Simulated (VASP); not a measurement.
# MgB2 (P6/mmm) in VASP: further runs

MgB2 is run at these levels: PBE; tasks: electric field gradients.

All numbers are computed with VASP 6.6.1; they aren't measurements. Logs are shortened: lines on timing, memory, paths and dates and some standing lists are left out, and cuts for length are marked.

## Step 1: The cell of the first run

It takes space group P6/mmm (No. 191, hexagonal). The conventional cell has a = 3.126 Å, b = 3.126 Å, c = 3.569 Å, α = 90.00°, β = 90.00°, γ = 120.00°. Mg (site symmetry 6/mmm) has 12 B at 2.54 Å and 6 Mg at 3.13 Å within 3.3 Å. Within 2.4 Å of B (site symmetry -6m2) lie 3 B at 1.80 Å.

## Step 2: Electric field gradients, PBE (volume scaled by 1.04)

File INCAR:

```
  PREC = Accurate
  ENCUT = 520
  EDIFF = 1E-8
  ISMEAR = -1
  SIGMA = 0.05
  LREAL = F
  LASPH = T
  NELM = 80
  ALGO = Normal
  ISIF = 2
  LWAVE = F
  LCHARG = F
  GGA = PE
  LEFG = T
  NBANDS = 11
```

File KPOINTS:

```
regular mesh
0
Gamma
  12 12 9
```

File POSCAR:

```
MgB2
1.0
    3.1255974756      0.0000000000      0.0000000000
   -1.5627987378      2.7068468159      0.0000000000
    0.0000000000      0.0000000000      3.5693605797
Mg B
1 2
Direct
    0.0000000000      0.0000000000      0.0000000000
    0.3333333333      0.6666666667      0.5000000000
    0.6666666667      0.3333333333      0.5000000000
```

Potentials or basis: VASP PAW PBE potentials, release 64 (Mg, B).

Run with:

```sh
> cat potpaw_PBE.64/Mg/POTCAR potpaw_PBE.64/B/POTCAR > POTCAR
> mpirun -np 1 vasp_std > vasp.out
```

OUTCAR:

```text
PREC = Accurate
   ENCUT = 520
   EDIFF = 1E-8
   ISMEAR = -1
   LREAL = F
   LASPH = T
   NELM = 80
   ISIF = 2
   GGA = PE

 ion  position               nearest neighbor table
   1  0.000  0.000  0.000-   2 2.54   3 2.54   2 2.54   3 2.54   3 2.54   3 2.54   2 2.54   2 2.54
                             3 2.54   3 2.54   2 2.54   2 2.54
   2  0.333  0.667  0.500-   3 1.80   3 1.80   3 1.80   1 2.54   1 2.54   1 2.54   1 2.54   1 2.54
                             1 2.54
   3  0.667  0.333  0.500-   2 1.80   2 1.80   2 1.80   1 2.54   1 2.54   1 2.54   1 2.54   1 2.54
                             1 2.54

  LATTYP: Found a hexagonal cell.
 ALAT       =     3.1255974756
 C/A-ratio  =     1.1419770484

  Lattice vectors:

 A1 = (   3.1255974756,   0.0000000000,   0.0000000000)
 A2 = (  -1.5627987378,   2.7068468159,   0.0000000000)
 A3 = (   0.0000000000,   0.0000000000,   3.5693605797)

Analysis of symmetry for initial positions (statically):
=====================================================================
 Subroutine PRICEL returns:
 Original cell was already a primitive cell.

 Routine SETGRP: Setting up the symmetry group for a
 hexagonal supercell.

 Subroutine GETGRP returns: Found 24 space group operations
 (whereof 24 operations were pure point group operations)
 out of a pool of 24 trial point group operations.

The static configuration has the point symmetry D_6h.

Analysis of symmetry for dynamics (positions and initial velocities):
=====================================================================
 Subroutine PRICEL returns:
 Original cell was already a primitive cell.

 Routine SETGRP: Setting up the symmetry group for a
 hexagonal supercell.

 Subroutine GETGRP returns: Found 24 space group operations
 (whereof 24 operations were pure point group operations)
 out of a pool of 24 trial point group operations.

The dynamic configuration has the point symmetry D_6h.

 Subroutine INISYM returns: Found 24 space group operations
 (whereof 24 operations are pure point group operations),
 and found     1 'primitive' translations

----------------------------------------------------------------------------------------

                                     Primitive cell

  volume of cell :      30.1986

  direct lattice vectors                    reciprocal lattice vectors
     3.125597476  0.000000000  0.000000000     0.319938830  0.184716770  0.000000000
    -1.562798738  2.706846816  0.000000000     0.000000000  0.369433539  0.000000000
     0.000000000  0.000000000  3.569360580     0.000000000  0.000000000  0.280162224

  length of vectors
     3.125597476  3.125597476  3.569360580     0.369433539  0.369433539  0.280162224

  position of ions in fractional coordinates (direct lattice)
     0.000000000  0.000000000  0.000000000
     0.333333333  0.666666667  0.500000000
     0.666666667  0.333333333  0.500000000

  ion indices of the primitive-cell ions
   primitive index   ion index
                 1           1
                 2           2
                 3           3

----------------------------------------------------------------------------------------

 KPOINTS: regular mesh

Automatic generation of k-mesh.
 Grid dimensions read from file:
 generate k-points for:   12   12    9

 Generating k-lattice:

  Cartesian coordinates                     Fractional coordinates (reciprocal lattice)
     0.026661569  0.015393064  0.000000000     0.083333333  0.000000000  0.000000000
     0.000000000  0.030786128  0.000000000     0.000000000  0.083333333  0.000000000
     0.000000000  0.000000000  0.031129136     0.000000000  0.000000000  0.111111111

  Length of vectors
     0.030786128  0.030786128  0.031129136

[... 43 lines left out ...]
 SYSTEM =  unknown system
   PREC   = accura    normal or accurate (medium, high low for compatibility)
   ISTART =      0    job   : 0-new  1-cont  2-samecut
   ICHARG =      2    charge: 1-file 2-atom 10-const
   ISPIN  =      1    spin polarized calculation?
   LNONCOLLINEAR =      F non collinear calculations
   LSORBIT =      F    spin-orbit coupling
   LASPH  =      T    aspherical Exc in radial PAW
   ENCUT  =  520.0 eV  38.22 Ry    6.18 a.u.   5.81  5.81  6.64*2*pi/ulx,y,z
   NELM   =     80;   NELMIN=  2; NELMDL= -5     # of ELM steps
   EDIFF  = 0.1E-07   stopping-criterion for ELM
   LREAL  =      F    real-space projection
   EDIFFG = 0.1E-06   stopping-criterion for IOM
   NSW    =      0    number of steps for IOM
   IBRION =     -1    ionic relax: 0-MD 1-quasi-New 2-CG
   NFREE  =      0    steps in history (QN), initial steepest desc. (CG)
   ISIF   =      2    stress and relaxation
   ISYM   =      2    0-nonsym 1-usesym 2-fastsym
   POTIM  = 0.5000    time-step for ionic-motion
   TEBEG  =    0.0;   TEEND  =   0.0 temperature during run
   PSTRESS=    0.0 pullay stress
   NELECT =       8.0000    total number of electrons
   NUPDOWN=      -1.0000    fix difference up-down
   EMIN   =  10.00;   EMAX   =-10.00  energy-range for DOS
   EFERMI =   0.00;   METHOD = LEGACY
   ISMEAR =    -1;   SIGMA  =   0.05  broadening in eV -4-tet -1-fermi 0-gaus
   EFERMI_NEDOS =   21; number of points for ismear=-14 and -15
   IALGO  =     38    algorithm
   IMIX   =      4    mixing-type and parameters
     AMIX     =   0.40;   BMIX     =  1.00
     AMIX_MAG =   1.60;   BMIX_MAG =  1.00
  volume/ion in A,a.u.               =      10.07        67.93
  Fermi-wavevector in a.u.,A,eV,Ry     =   1.051419  1.986894 15.040992  1.105482
  Thomas-Fermi vector in A             =   2.186461
   LORBIT       =      0    0 simple, 1 ext, 2 COOP (PROOUT), +10 PAW based schemes
   GGA     = PE    functional components
   LHFCALC =     F    Hartree Fock is set to
   AEXX    =    0.0000 exact exchange contribution
   IVDW    =     0    specifies the selected vdW correction
   LEPSILON=     F    determine dielectric tensor
   LRPA    =     F    only Hartree local field effects (RPA)
 non-spin polarized calculation
  energy-cutoff  :      520.00
  volume of cell :       30.20
 maximum number of plane-waves:       830
 NGX is ok and might be reduce to    24
   NGX = 11   NGY = 11   NGZ = 13

 number of electron       8.0000000 magnetization

 Free energy of the ion-electron system (eV)
  ---------------------------------------------------
  ext. energy  EPLUGINS =         0.00000000
  ---------------------------------------------------
  free energy    TOTEN  =       -15.29846726 eV

  energy without entropy =      -15.29415429  energy(sigma->0) =      -15.29631078

 E-fermi :   4.9460     XC(G=0): -10.7600

 val. band max:        4.8679324052   @ k =   0.0833   0.0000   0.2222
 cond. band min:       4.9571919217   @ k =   0.4167   0.1667   0.1111
 fundamental gap:      0.0892595164
 Fermi energy:         4.9460359665

 k-point     1 :       0.0000    0.0000    0.0000
  band No.  band energies     occupation
      1      -7.1971      2.00000
      2       2.1309      2.00000
      3       5.3111      0.00135
      4       5.3111      0.00135
      5       6.5461      0.00000
      6      11.1123      0.00000
      7      11.1123      0.00000
      8      12.6327      0.00000
      9      14.5727      0.00000
     10      17.2208      0.00000
     11      20.7798      0.00000
[... 309 lines left out ...]
 k-point    24 :       0.3333    0.0000    0.1111
  band No.  band energies     occupation
      1      -5.2524      2.00000
      2       0.0345      2.00000
      3       3.1694      2.00000
      4       3.3206      2.00000
      5       8.7066      0.00000
      6       9.4869      0.00000
      7      10.0901      0.00000
      8      14.1029      0.00000
      9      16.4926      0.00000
     10      17.2672      0.00000
     11      17.4739      0.00000

 [... further k-points ...]

------------------------ aborting loop because EDIFF is reached ----------------------------------------

  FORCE on cell =-STRESS in cart. coord.  units (eV):
  Direction    XX          YY          ZZ          XY          YZ          ZX
  --------------------------------------------------------------------------------------
  -------------------------------------------------------------------------------------
  Total       -1.4356706     -1.4356706     -0.9293064      0.0000000     -0.0000000     -0.0000000
  in kB      -76.1689973    -76.1689973    -49.3040235      0.0000000     -0.0000000     -0.0000000
  external PRESSURE =     -67.2140061 kB  Pullay stress =       0.0000000 kB

 VOLUME and BASIS-vectors are now :
 -----------------------------------------------------------------------------
  energy-cutoff  :      520.00
  volume of cell :       30.20
      direct lattice vectors                 reciprocal lattice vectors
     3.125597476  0.000000000  0.000000000     0.319938830  0.184716770  0.000000000
    -1.562798738  2.706846816  0.000000000     0.000000000  0.369433539  0.000000000
     0.000000000  0.000000000  3.569360580     0.000000000  0.000000000  0.280162224

 POSITION                                       TOTAL-FORCE (eV/Angst)
 -----------------------------------------------------------------------------------
      0.00000      0.00000      0.00000         0.000000     -0.000000      0.000000
     -0.00000      1.80456      1.78468        -0.000000      0.000000      0.000000
      1.56280      0.90228      1.78468         0.000000     -0.000000      0.000000
 -----------------------------------------------------------------------------------
    total drift:                                0.000000     -0.000000      0.000000

  FREE ENERGIE OF THE ION-ELECTRON SYSTEM (eV)
  ---------------------------------------------------
  free  energy   TOTEN  =       -15.2984672608 eV

  energy  without entropy=      -15.2941542904  energy(sigma->0) =      -15.29631078

 Electric field gradients (V/A^2)
---------------------------------------------------------------------
 ion       V_xx      V_yy      V_zz      V_xy      V_xz      V_yz
---------------------------------------------------------------------
   1       0.055     0.055    -0.109    -0.000     0.000    -0.000
   2      -9.654    -9.654    19.308    -0.000     0.000    -0.000
   3      -9.654    -9.654    19.308    -0.000     0.000     0.000
---------------------------------------------------------------------

 Electric field gradients after diagonalization (V/A^2)
 (convention: |V_zz| > |V_xx| > |V_yy|)
----------------------------------------------------------------------
 ion       V_xx      V_yy      V_zz     asymmetry (V_yy - V_xx)/ V_zz
----------------------------------------------------------------------
   1       0.055     0.055    -0.109       0.000
   2      -9.654    -9.654    19.308       0.000
   3      -9.654    -9.654    19.308       0.000
----------------------------------------------------------------------

           NMR quadrupolar parameters

 Cq : quadrupolar parameter    Cq=e*Q*V_zz/h
 eta: asymmetry parameters     (V_yy - V_xx)/ V_zz
 Q  : nuclear electric quadrupole moment in mb (millibarn)
----------------------------------------------------------------------
 ion       Cq(MHz)       eta       Q (mb)
----------------------------------------------------------------------
   1      -0.000       0.000       1.000
   2       0.047       0.000       1.000
   3       0.047       0.000       1.000
----------------------------------------------------------------------
```

It took 24 s on 1 thread of Intel Xeon Platinum 8259CL at 2.50GHz (Skylake/Cascade Lake), shared host; peak memory 0.16 GiB.

What came out:

```yaml
Free_energy: -15.2985 eV
Pressure: -6.7 GPa
Band_gap_on_the_k_mesh: zero (band 4 reaches 6.75 eV, above the bottom of band 5 at 3.14 eV)
```

Stress tensor (GPa, compression positive):
```
-7.62  0.00  0.00
 0.00 -7.62  0.00
 0.00  0.00 -4.93
```

Electric field gradients, principal values (V/Å²):
| atom | least | middle | greatest (by size) |
| --- | --- | --- | --- |
| 1 Mg | 0.055 | 0.055 | -0.109 |
| 2 B | -9.654 | -9.654 | 19.308 |
| 3 B | -9.654 | -9.654 | 19.308 |

Caveat: the cell differs from its parent crystal (volume scaled by 1.04); without QUAD_EFG the Cq values of the log hold for a quadrupole moment of 1 mb, not for the nuclei.

## Step 3: Electric field gradients, PBE

This run uses another cell than the first one, of 9.68 Å³/atom, 0.962 times its volume.

File INCAR:

```
SYSTEM = MgB2
PREC = Accurate ; ENCUT = 520
EDIFF = 1E-8 ; ISMEAR = -1
SIGMA = 0.05 ; LREAL = .False.
LASPH = .True. ; NELM = 100
ALGO = Normal ; ISIF = 2
LWAVE = .False. ; LCHARG = .False.
GGA = PE ; LEFG = .True.
NBANDS = 11
```

File KPOINTS:

```
regular mesh
0
Gamma
  12 12 9
  0 0 0
```

File POSCAR:

```
MgB2
1.0
    3.0850007055      0.0000000000      0.0000000000
   -1.5425003528      2.6716889817      0.0000000000
    0.0000000000      0.0000000000      3.5230000000
Mg B
1 2
Direct
    0.0000000000      0.0000000000      0.0000000000
    0.3333333333      0.6666666667      0.5000000000
    0.6666666667      0.3333333333      0.5000000000
```

Potentials or basis: VASP PAW PBE potentials, release 64 (Mg, B).

Run with:

```sh
> cat potpaw_PBE.64/Mg/POTCAR potpaw_PBE.64/B/POTCAR > POTCAR
> mpirun -np 1 vasp_std > vasp.out
```

OUTCAR:

```text
SYSTEM = MgB2
   PREC = Accurate
   ENCUT = 520
   EDIFF = 1E-8
   ISMEAR = -1
   LREAL = .False.
   LASPH = .True.
   NELM = 100
   ISIF = 2
   GGA = PE

 ion  position               nearest neighbor table
   1  0.000  0.000  0.000-   2 2.51   3 2.51   2 2.51   3 2.51   3 2.51   3 2.51   2 2.51   2 2.51
                             3 2.51   3 2.51   2 2.51   2 2.51
   2  0.333  0.667  0.500-   3 1.78   3 1.78   3 1.78   1 2.51   1 2.51   1 2.51   1 2.51   1 2.51
                             1 2.51
   3  0.667  0.333  0.500-   2 1.78   2 1.78   2 1.78   1 2.51   1 2.51   1 2.51   1 2.51   1 2.51
                             1 2.51

  LATTYP: Found a hexagonal cell.
 ALAT       =     3.0850007055
 C/A-ratio  =     1.1419770484

  Lattice vectors:

 A1 = (   3.0850007055,   0.0000000000,   0.0000000000)
 A2 = (  -1.5425003528,   2.6716889817,   0.0000000000)
 A3 = (   0.0000000000,   0.0000000000,   3.5230000000)

Analysis of symmetry for initial positions (statically):
=====================================================================
[... 538 lines left out ...]
 POSITION                                       TOTAL-FORCE (eV/Angst)
 -----------------------------------------------------------------------------------
      0.00000      0.00000      0.00000        -0.000000      0.000000      0.000000
     -0.00000      1.78113      1.76150         0.000000     -0.000000      0.000000
      1.54250      0.89056      1.76150         0.000000      0.000000     -0.000000
 -----------------------------------------------------------------------------------
    total drift:                                0.000000     -0.000000      0.000000

  FREE ENERGIE OF THE ION-ELECTRON SYSTEM (eV)
  ---------------------------------------------------
  free  energy   TOTEN  =       -15.3277326966 eV

  energy  without entropy=      -15.3234304650  energy(sigma->0) =      -15.32558158

 Electric field gradients (V/A^2)
---------------------------------------------------------------------
 ion       V_xx      V_yy      V_zz      V_xy      V_xz      V_yz
---------------------------------------------------------------------
   1       0.078     0.078    -0.155    -0.000     0.000     0.000
   2      -9.785    -9.785    19.569    -0.000     0.000    -0.000
   3      -9.785    -9.785    19.569    -0.000     0.000     0.000
---------------------------------------------------------------------

 Electric field gradients after diagonalization (V/A^2)
 (convention: |V_zz| > |V_xx| > |V_yy|)
----------------------------------------------------------------------
 ion       V_xx      V_yy      V_zz     asymmetry (V_yy - V_xx)/ V_zz
----------------------------------------------------------------------
   1       0.078     0.078    -0.155       0.000
   2      -9.785    -9.785    19.569       0.000
   3      -9.785    -9.785    19.569       0.000
----------------------------------------------------------------------

           NMR quadrupolar parameters

 Cq : quadrupolar parameter    Cq=e*Q*V_zz/h
 eta: asymmetry parameters     (V_yy - V_xx)/ V_zz
 Q  : nuclear electric quadrupole moment in mb (millibarn)
----------------------------------------------------------------------
 ion       Cq(MHz)       eta       Q (mb)
----------------------------------------------------------------------
   1      -0.000       0.000       1.000
   2       0.047       0.000       1.000
   3       0.047       0.000       1.000
----------------------------------------------------------------------
```

OSZICAR:

```text
N       E                     dE             d eps       ncg     rms          rms(c)
DAV:   1     0.325107952633E+01    0.32511E+01   -0.38042E+03  2250   0.612E+02
DAV:   2    -0.164629439962E+02   -0.19714E+02   -0.18767E+02  2716   0.106E+02
DAV:   3    -0.169993569583E+02   -0.53641E+00   -0.53325E+00  2681   0.140E+01
DAV:   4    -0.170006590009E+02   -0.13020E-02   -0.13018E-02  2451   0.761E-01
DAV:   5    -0.170006642962E+02   -0.52953E-05   -0.52954E-05  2544   0.506E-02    0.522E+00
DAV:   6    -0.155726616244E+02    0.14280E+01   -0.17685E+00  2377   0.615E+00    0.251E+00
DAV:   7    -0.153343641776E+02    0.23830E+00   -0.98199E-01  2441   0.457E+00    0.767E-01
DAV:   8    -0.153384099672E+02   -0.40458E-02   -0.12389E-01  2323   0.185E+00    0.415E-01
DAV:   9    -0.153279195448E+02    0.10490E-01   -0.24167E-02  2312   0.712E-01    0.755E-02
DAV:  10    -0.153277414182E+02    0.17813E-03   -0.18252E-03  2551   0.231E-01    0.261E-02
DAV:  11    -0.153277328372E+02    0.85810E-05   -0.76362E-05  2338   0.539E-02    0.343E-03
DAV:  12    -0.153277327778E+02    0.59440E-07   -0.18951E-06  2390   0.757E-03    0.193E-03
DAV:  13    -0.153277327039E+02    0.73928E-07   -0.34392E-07  2447   0.322E-03    0.195E-04
DAV:  14    -0.153277326966E+02    0.72142E-08   -0.11334E-08  1913   0.685E-04
   1 F= -.15327733E+02 E0= -.15325582E+02  d E =-.430223E-02
```

Run time: 22 s. Hardware: 1 thread of Intel Xeon 6975P-C, shared host; peak memory 0.16 GiB.

What came out:

* Free energy: -15.3277 eV
* Pressure: -1.3 GPa
* Band gap on the k mesh: zero (band 4 reaches 7.05 eV, above the bottom of band 5 at 3.35 eV)

Electric field gradients, principal values (V/Å²):
```tsv
atom	least	middle	greatest (by size)
1 Mg	0.078	0.078	-0.155
2 B	-9.785	-9.785	19.569
3 B	-9.785	-9.785	19.569
```

Caveat: without QUAD_EFG the Cq values of the log hold for a quadrupole moment of 1 mb, not for the nuclei.

(Part 1 of 2 ends here.)
